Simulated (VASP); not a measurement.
SrAl3:

```
Sr Al
1.0
     4.47370    0.00000    0.00000
     0.00000    4.47370    0.00000
     0.00000    0.00000    4.47370
Sr Al
1 3
Direct
  0.00000 0.00000 0.00000
  0.00000 0.50000 0.50000
  0.50000 0.50000 0.00000
  0.50000 0.00000 0.50000
```

Base run:

```yaml
Program: VASP 6.6.1
Functional: PBE
Potentials_or_basis: VASP PAW PBE potentials, release 64 (Sr_sv, Al)
Cutoff: 520 eV
k_mesh: 8 × 8 × 8
Occupations: gaussian, width 0.05 eV
Spin: no spin polarisation
```

Its results: band gap on the k mesh zero (an odd number of electrons rules out a gap without spin polarisation); pressure 0.0 GPa.

Question: The run is repeated on the same cell with these changes: functional from PBE to r2SCAN. What comes out?

Answer: Band gap on the k mesh zero (an odd number of electrons rules out a gap without spin polarisation); pressure -0.5 GPa.

Caveats: the PAW data sets were made with another functional, which shifts forces and pressure a little (at least some runs).
